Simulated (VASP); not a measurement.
# Fe (P6_3/mmc) in VASP: notebook, part 2 of 2

VASP 6.6.1. Earlier steps stand in the parts before.

## Step 3: Single point, PBEsol

This run uses another cell than the first one, of 9.81 Å³/atom, 1.031 times its volume.

INCAR reads:

```
  PREC = Accurate
  ENCUT = 520
  EDIFF = 1E-6
  ISMEAR = 0
  SIGMA = 0.1
  LREAL = F
  LASPH = T
  NELM = 60
  ALGO = Fast
  ISIF = 2
  LWAVE = F
  LCHARG = F
  GGA = PS
  NBANDS = 15
```

KPOINTS reads:

```
Automatic mesh
0
Gamma
  18 18 12
```

POSCAR reads:

```
Fe
1.0
    2.4289325968      0.0000000000      0.0000000000
   -1.2144662984      2.1035173329      0.0000000000
    0.0000000000      0.0000000000      3.8416312130
Fe
2
Direct
    0.3333333333      0.6666666667      0.2500000000
    0.6666666667      0.3333333333      0.7500000000
```

Potentials or basis: VASP PAW PBE potentials, release 64 (Fe).

Launch:

```console
cat potpaw_PBE.64/Fe/POTCAR > POTCAR
mpirun -np 1 vasp_std > vasp.out
```

OUTCAR:

```text
PREC = Accurate
   ENCUT = 520
   EDIFF = 1E-6
   ISMEAR = 0
   LREAL = F
   LASPH = T
   NELM = 60
   ISIF = 2
   GGA = PS

 ion  position               nearest neighbor table
   1  0.333  0.667  0.250-   2 2.38   2 2.38   2 2.38   2 2.38   2 2.38   2 2.38
   2  0.667  0.333  0.750-   1 2.38   1 2.38   1 2.38   1 2.38   1 2.38   1 2.38

  LATTYP: Found a hexagonal cell.
 ALAT       =     2.4289325968
 C/A-ratio  =     1.5816129349

  Lattice vectors:

 A1 = (   2.4289325968,   0.0000000000,   0.0000000000)
 A2 = (  -1.2144662984,   2.1035173329,   0.0000000000)
 A3 = (   0.0000000000,   0.0000000000,   3.8416312130)

Analysis of symmetry for initial positions (statically):
=====================================================================
 Subroutine PRICEL returns:
 Original cell was already a primitive cell.

 Routine SETGRP: Setting up the symmetry group for a
 hexagonal supercell.

 Subroutine GETGRP returns: Found 24 space group operations
 (whereof 12 operations were pure point group operations)
 out of a pool of 24 trial point group operations.

The static configuration has the point symmetry D_3d.
 The point group associated with its full space group is D_6h.

Analysis of symmetry for dynamics (positions and initial velocities):
=====================================================================
 Subroutine PRICEL returns:
 Original cell was already a primitive cell.

 Routine SETGRP: Setting up the symmetry group for a
 hexagonal supercell.

 Subroutine GETGRP returns: Found 24 space group operations
 (whereof 12 operations were pure point group operations)
 out of a pool of 24 trial point group operations.

The dynamic configuration has the point symmetry D_3d.
 The point group associated with its full space group is D_6h.

 Subroutine INISYM returns: Found 24 space group operations
 (whereof 12 operations are pure point group operations),
 and found     1 'primitive' translations

----------------------------------------------------------------------------------------

                                     Primitive cell

  volume of cell :      19.6281

  direct lattice vectors                    reciprocal lattice vectors
     2.428932597  0.000000000  0.000000000     0.411703479  0.237697114  0.000000000
    -1.214466298  2.103517333  0.000000000     0.000000000  0.475394229  0.000000000
     0.000000000  0.000000000  3.841631213     0.000000000  0.000000000  0.260306090

  length of vectors
     2.428932597  2.428932597  3.841631213     0.475394229  0.475394229  0.260306090

  position of ions in fractional coordinates (direct lattice)
     0.333333333  0.666666667  0.250000000
     0.666666667  0.333333333  0.750000000

  ion indices of the primitive-cell ions
   primitive index   ion index
                 1           1
                 2           2

----------------------------------------------------------------------------------------

 KPOINTS: Automatic mesh

Automatic generation of k-mesh.
 Grid dimensions read from file:
 generate k-points for:   18   18   12

 Generating k-lattice:

  Cartesian coordinates                     Fractional coordinates (reciprocal lattice)
     0.022872415  0.013205395  0.000000000     0.055555556  0.000000000  0.000000000
     0.000000000  0.026410790  0.000000000     0.000000000  0.055555556  0.000000000
     0.000000000  0.000000000  0.021692174     0.000000000  0.000000000  0.083333333

  Length of vectors
     0.026410790  0.026410790  0.021692174

  Shift w.r.t. Gamma in fractional coordinates (k-lattice)
     0.000000000  0.000000000  0.000000000

 Subroutine IBZKPT returns following result:
 ===========================================

 Found    259 irreducible k-points:

 Following reciprocal coordinates:
            Coordinates               Weight
  0.000000  0.000000  0.000000      1.000000
  0.055556  0.000000  0.000000      6.000000
  0.111111  0.000000  0.000000      6.000000
  0.166667  0.000000  0.000000      6.000000
  0.222222  0.000000  0.000000      6.000000
  0.277778  0.000000  0.000000      6.000000
[... 16 lines left out ...]
  0.333333  0.111111  0.000000     12.000000
  0.388889  0.111111  0.000000     12.000000
 [... further k-points ...]
   k-points           NKPTS =    259   k-points in BZ     NKDIM =    259   number of bands    NBANDS=     15
   number of dos      NEDOS =    301   number of ions     NIONS =      2
   total plane-waves  NPLWV =   9720
   dimension x,y,z NGX =    18 NGY =   18 NGZ =   30
   dimension x,y,z NGXF=    36 NGYF=   36 NGZF=   60
   ions per type =               2
   NGX,Y,Z   is equivalent  to a cutoff of  12.32, 12.32, 12.98 a.u.
   NGXF,Y,Z  is equivalent  to a cutoff of  24.64, 24.64, 25.96 a.u.
 SYSTEM =  unknown system
   PREC   = accura    normal or accurate (medium, high low for compatibility)
   ISTART =      0    job   : 0-new  1-cont  2-samecut
   ICHARG =      2    charge: 1-file 2-atom 10-const
   ISPIN  =      1    spin polarized calculation?
   LNONCOLLINEAR =      F non collinear calculations
   LSORBIT =      F    spin-orbit coupling
   LASPH  =      T    aspherical Exc in radial PAW
   ENCUT  =  520.0 eV  38.22 Ry    6.18 a.u.   4.52  4.52  7.14*2*pi/ulx,y,z
   NELM   =     60;   NELMIN=  2; NELMDL= -5     # of ELM steps
   EDIFF  = 0.1E-05   stopping-criterion for ELM
   LREAL  =      F    real-space projection
   EDIFFG = 0.1E-04   stopping-criterion for IOM
   NSW    =      0    number of steps for IOM
   IBRION =     -1    ionic relax: 0-MD 1-quasi-New 2-CG
   NFREE  =      0    steps in history (QN), initial steepest desc. (CG)
   ISIF   =      2    stress and relaxation
   ISYM   =      2    0-nonsym 1-usesym 2-fastsym
   POTIM  = 0.5000    time-step for ionic-motion
   TEBEG  =    0.0;   TEEND  =   0.0 temperature during run
   PSTRESS=    0.0 pullay stress
   NELECT =      16.0000    total number of electrons
   NUPDOWN=      -1.0000    fix difference up-down
   EMIN   =  10.00;   EMAX   =-10.00  energy-range for DOS
   EFERMI =   0.00;   METHOD = LEGACY
   ISMEAR =     0;   SIGMA  =   0.10  broadening in eV -4-tet -1-fermi 0-gaus
   EFERMI_NEDOS =   21; number of points for ismear=-14 and -15
   IALGO  =     68    algorithm
   IMIX   =      4    mixing-type and parameters
     AMIX     =   0.40;   BMIX     =  1.00
     AMIX_MAG =   1.60;   BMIX_MAG =  1.00
  volume/ion in A,a.u.               =       9.81        66.23
  Fermi-wavevector in a.u.,A,eV,Ry     =   1.529287  2.889934 31.820213  2.338720
  Thomas-Fermi vector in A             =   2.636929
   LORBIT       =      0    0 simple, 1 ext, 2 COOP (PROOUT), +10 PAW based schemes
   GGA     = PS    functional components
   LHFCALC =     F    Hartree Fock is set to
   AEXX    =    0.0000 exact exchange contribution
   IVDW    =     0    specifies the selected vdW correction
   LEPSILON=     F    determine dielectric tensor
   LRPA    =     F    only Hartree local field effects (RPA)
 non-spin polarized calculation
 RMM-DIIS sequential band-by-band and
 Gauss-broadening in eV      SIGMA  =   0.10
  energy-cutoff  :      520.00
  volume of cell :       19.63
 maximum number of plane-waves:       548
   NGX =  9   NGY =  9   NGZ = 15

 number of electron      16.0000008 magnetization

 Free energy of the ion-electron system (eV)
  ---------------------------------------------------
  ext. energy  EPLUGINS =         0.00000000
  ---------------------------------------------------
  free energy    TOTEN  =       -17.87583678 eV

  energy without entropy =      -17.86297090  energy(sigma->0) =      -17.86940384

 E-fermi :   7.1624     XC(G=0): -14.1745

 val. band max:        7.1517418212   @ k =   0.3889   0.0000   0.3333
 cond. band min:       7.1627372746   @ k =   0.4444   0.1111   0.4167
 fundamental gap:      0.0109954534
 Fermi energy:         7.1624106198

 k-point     1 :       0.0000    0.0000    0.0000
  band No.  band energies     occupation
      1      -2.0016      2.00000
      2       1.9853      2.00000
      3       5.4200      2.00000
      4       5.4200      2.00000
      5       5.5527      2.00000
      6       5.9154      2.00000
      7       5.9154      2.00000
      8       6.2818      2.00000
      9       6.2818      2.00000
     10       7.6923      0.00000
     11       7.9284      0.00000
     12       7.9284      0.00000
     13      16.3064      0.00000
     14      29.3782      0.00000
[... 401 lines left out ...]
      2       2.7581      2.00000
      3       2.8784      2.00000
      4       4.5884      2.00000
      5       5.0421      2.00000
      6       5.5357      2.00000
      7       6.0296      2.00000
      8       7.8835      0.00000
      9       8.0838      0.00000
     10       8.2360      0.00000
     11       9.7971      0.00000
     12      13.4289      0.00000
     13      18.5118      0.00000
     14      19.4226      0.00000
     15      21.0725      0.00000

 [... further k-points ...]
[... 5 lines left out ...]
  --------------------------------------------------------------------------------------
  -------------------------------------------------------------------------------------
  Total       -0.0305705     -0.0305705     -0.0470770      0.0000000      0.0000000      0.0000000
  in kB       -2.4953745     -2.4953745     -3.8427511      0.0000000      0.0000000      0.0000000
  external PRESSURE =      -2.9445000 kB  Pullay stress =       0.0000000 kB

 VOLUME and BASIS-vectors are now :
 -----------------------------------------------------------------------------
  energy-cutoff  :      520.00
  volume of cell :       19.63
      direct lattice vectors                 reciprocal lattice vectors
     2.428932597  0.000000000  0.000000000     0.411703479  0.237697114  0.000000000
    -1.214466298  2.103517333  0.000000000     0.000000000  0.475394229  0.000000000
     0.000000000  0.000000000  3.841631213     0.000000000  0.000000000  0.260306090

 POSITION                                       TOTAL-FORCE (eV/Angst)
 -----------------------------------------------------------------------------------
     -0.00000      1.40234      0.96041        -0.000000     -0.000000      0.000000
      1.21447      0.70117      2.88122         0.000000      0.000000      0.000000
 -----------------------------------------------------------------------------------
    total drift:                                0.000000     -0.000000     -0.000000

  FREE ENERGIE OF THE ION-ELECTRON SYSTEM (eV)
  ---------------------------------------------------
  free  energy   TOTEN  =       -17.8758367818 eV

  energy  without entropy=      -17.8629709015  energy(sigma->0) =      -17.86940384
```

stdout:

```text
POSCAR found type information on POSCAR Fe
 POSCAR found :  1 types and       2 ions
 scaLAPACK will be used
 -----------------------------------------------------------------------------
|                                                                             |
|                                                                             |
|     You enforced a specific xc type in the INCAR file but a different       |
|     I HOPE YOU KNOW WHAT YOU ARE DOING!                                     |
|                                                                             |
 -----------------------------------------------------------------------------

 LDA part: xc-table for (Slater+PW92), standard interpolation
 POSCAR, INCAR and KPOINTS ok, starting setup
 FFT: planning ... GRIDC
 FFT: planning ... GRID_SOFT
 FFT: planning ... GRID
 WAVECAR not read
 entering main loop
WARNING in EDDRMM: call to ZHEGV failed, returncode =   6  3     15
```

Wall time 29 s (1 thread of Intel Xeon 6975P-C (Granite Rapids), shared host); peak memory 0.17 GiB.

Results:

* Free energy: -17.8758 eV
* Pressure: -0.3 GPa
* Band gap on the k mesh: zero (band 8 reaches 8.15 eV, above the bottom of band 9 at 6.10 eV)

Stress tensor (GPa, compression positive):
```
-0.25  0.00  0.00
 0.00 -0.25  0.00
 0.00  0.00 -0.38
```

Caveat: the PAW data sets were made with another functional, which shifts forces and pressure a little; the run has no spin polarisation, though such a crystal can be magnetic. Spin polarisation is off, so any magnetic state and its effect on volume and gap are missing.
